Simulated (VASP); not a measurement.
Here is a VASP 6.6.1 calculation.

The input INCAR:

```
SYSTEM = MgC2
PREC = Accurate ; ENCUT = 520
EDIFF = 1E-6 ; ISMEAR = 0
SIGMA = 0.01 ; LREAL = .FALSE.
LASPH = .TRUE. ; NELM = 100
ALGO = Normal ; ISIF = 2
LWAVE = .FALSE. ; LCHARG = .FALSE.
GGA = PE ; NBANDS = 19
```

KPOINTS

```
regular mesh
0
G
  5 5 4
  0 0 0
```

Contents of POSCAR:

```
MgC2
1.0
    3.9507770000      0.0000000000      0.0000000000
    0.0000000000      3.9507770000      0.0000000000
    0.0000000000      0.0000000000      4.9870890000
Mg C
2 4
Direct
    0.5000000000      0.5000000000      0.0000000000
    0.0000000000      0.0000000000      0.5000000000
    0.8876550000      0.8876550000      0.0000000000
    0.6123450000      0.3876550000      0.5000000000
    0.1123450000      0.1123450000      0.0000000000
    0.3876550000      0.6123450000      0.5000000000
```

Potentials or basis: VASP PAW PBE potentials, release 64 (Mg, C).

Launch:

```bash
$ cat potpaw_PBE.64/Mg/POTCAR potpaw_PBE.64/C/POTCAR > POTCAR
$ mpirun -np 1 vasp_std > vasp.out
```

Estimate the band gap on the k mesh.

2.60 eV, indirect (least direct gap 2.96 eV).

What does it give for the largest force?

0.015 eV/Å.

Predict the pressure.

-0.4 GPa.

Forces on the atoms (eV/Å):
```
Mg   0.000  0.000  0.000
Mg   0.000  0.000  0.000
C   -0.011 -0.011  0.000
C    0.011 -0.011  0.000
C    0.011  0.011  0.000
C   -0.011  0.011  0.000
```

A k mesh can miss the band edges. A hybrid or GW would open this gap; PBE tends to underestimate it.
